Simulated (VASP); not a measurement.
A run of VASP 6.6.1 is set up as follows.

File INCAR:

```
PREC     = Accurate       # precision mode
ENCUT    = 520            # plane-wave cutoff, eV
EDIFF    = 1E-6           # SCF threshold, eV
ISMEAR   = 0              # smearing method
SIGMA    = 0.01           # smearing width, eV
LREAL    = False          # projectors in reciprocal space
LASPH    = True           # aspherical terms in the spheres
NELM     = 80             # most SCF steps
ALGO     = Normal         # electronic algorithm
ISIF     = 2              # what is computed and relaxed
LWAVE    = False          # write WAVECAR
LCHARG   = True           # write CHGCAR
GGA      = PE             # functional
LELF     = True           # ELF
LVHAR    = True         
NBANDS   = 31             # bands
```

The input KPOINTS:

```
regular mesh
0
Gamma
  6 6 4
```

The input POSCAR:

```
HfO2
1.0
    3.5580193300      0.0000000000      0.0000000000
    0.0000000000      3.5580193300      0.0000000000
    0.0000000000      0.0000000000      5.1718612100
Hf O
2 4
Direct
    0.5000000000      0.5000000000      0.5386707980
    0.0000000000      0.0000000000      0.0000000000
    0.0000000000      0.5000000000      0.6972078800
    0.5000000000      0.0000000000      0.8027921200
    0.5000000000      0.0000000000      0.3027921200
    0.0000000000      0.5000000000      0.1972078800
```

Potentials or basis: VASP PAW PBE potentials, release 64 (Hf_pv, O).

Run with:

```bash
$ cat potpaw_PBE.64/Hf_pv/POTCAR potpaw_PBE.64/O/POTCAR > POTCAR
$ mpirun -np 1 vasp_std > vasp.out
```

(1) Predict the pressure.

(2) What does it give for the band gap on the k mesh?

(3) Estimate the largest force.

## Answers

(1) 9.3 GPa.

(2) 3.81 eV (least direct gap 3.89 eV).

(3) 4.964 eV/Å.

Caveat: the cell stands under pressure; spin-orbit coupling is left out, which moves the levels of the heavy elements; forces of over 1 eV/Å act on the atoms, so gaps and moduli don't describe the material at rest.
